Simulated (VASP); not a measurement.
A run of VASP 6.6.1:

Contents of POSCAR:

```
Cd2P
1.0
    4.4078661128      0.0000000000      0.0000000000
    0.0000000000      4.4078661128      0.0000000000
    0.0000000000      0.0000000000      6.7487208503
Cd P
4 2
Direct
    0.0000000000      0.0000000000      0.0000000000
    0.5000000000      0.5000000000      0.0000000000
    0.0000000000      0.5000000000      0.3608024892
    0.5000000000      0.0000000000      0.6391975108
    0.0000000000      0.5000000000      0.7541259388
    0.5000000000      0.0000000000      0.2458740612
```

The input INCAR.step1:

```
SYSTEM = Cd2P
PREC = Accurate
ENCUT = 520
ISMEAR = 0
SIGMA = 0.1
LREAL = .FALSE.
LASPH = .TRUE.
NELM = 80
NBANDS = 38
GGA = PE
ALGO = Normal
EDIFF = 1E-4
LWAVE = .TRUE.
LCHARG = .FALSE.
```

INCAR.step2

```
SYSTEM = Cd2P
PREC = Accurate
ENCUT = 520
EDIFF = 1E-6
ISMEAR = 0
SIGMA = 0.1
LREAL = .FALSE.
LASPH = .TRUE.
NELM = 80
ALGO = Normal
ISIF = 2
LWAVE = .FALSE.
LCHARG = .TRUE.
METAGGA = R2SCAN
LMIXTAU = .TRUE.
LELF = .TRUE.
LVHAR = .TRUE.
NBANDS = 38
ISTART = 1
```

File KPOINTS:

```
Automatic mesh
0
G
  8 8 6
  0 0 0
```

Potentials or basis: VASP PAW PBE potentials, release 64 (Cd, P).

Run with:

```console
$ cat potpaw_PBE.64/Cd/POTCAR potpaw_PBE.64/P/POTCAR > POTCAR
$ cp INCAR.step1 INCAR
$ mpirun -np 1 vasp_std > vasp.out
$ cp INCAR.step2 INCAR
$ mpirun -np 1 vasp_std > vasp.out
```

Hardware: 1 thread of Intel(R) Xeon(R) Platinum 8488C (Sapphire Rapids), on a shared host.

Task: How long does it take, and how much memory?

Result: Run time: 8.3 min on 1 thread of Intel(R) Xeon(R) Platinum 8488C (Sapphire Rapids), with other jobs on the host, peak memory 0.41 GiB. Counts: k points 60.
